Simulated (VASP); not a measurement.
Set up this calculation in VASP 6.6.1, as the native input.

```yaml
Task: single point
Functional: PBE
Potentials_or_basis: VASP PAW PBE potentials, release 64 (Lu, Si)
Cutoff: 520 eV
k_mesh: 6 × 6 × 6
Occupations: fermi-dirac, width 0.05 eV
Spin: no spin polarisation
Dipole_correction: no
Further_INCAR_settings: ALGO = Fast; EDIFF = 1e-06; NBANDS = 48
```

The structure of Lu3Si lies in POSCAR:

```
Lu3Si
1.0
    4.6011813665      0.0000000000      0.0000000000
    0.0000000000      4.6011813665      0.0000000000
    0.0000000000      0.0000000000      4.6011813665
Lu Si
3 1
Direct
    0.5000000000      0.5000000000      0.0000000000
    0.5000000000      0.0000000000      0.5000000000
    0.0000000000      0.5000000000      0.5000000000
    0.0000000000      0.0000000000      0.0000000000
```

These files were run (other wordings do the same):

INCAR

```
SYSTEM = Lu3Si
ALGO = Fast
EDIFF = 1E-6
ENCUT = 520
GGA = PE
ISIF = 2
ISMEAR = -1
LASPH = .TRUE.
LCHARG = .TRUE.
LELF = .TRUE.
LREAL = .FALSE.
LVHAR = .TRUE.
LWAVE = .FALSE.
NBANDS = 48
NELM = 80
PREC = Accurate
SIGMA = 0.05
```

KPOINTS

```
k-points
0
G
  6 6 6
  0 0 0
```

Potentials or basis: VASP PAW PBE potentials, release 64 (Lu, Si).

Run with:

```bash
$ cat potpaw_PBE.64/Lu/POTCAR potpaw_PBE.64/Si/POTCAR > POTCAR
$ mpirun -np 1 vasp_std > vasp.out
```

Results of the run:

```json
{
  "Pressure": "-2.8 GPa",
  "Band gap on the k mesh": "zero (an odd number of electrons rules out a gap without spin polarisation)"
}
```

Caveat: spin-orbit coupling is left out, which moves the levels of the heavy elements.

Wall time 5.6 min on 1 thread of Oxide Virtual Turin-like Processor, on a shared host, peak memory 0.23 GiB.
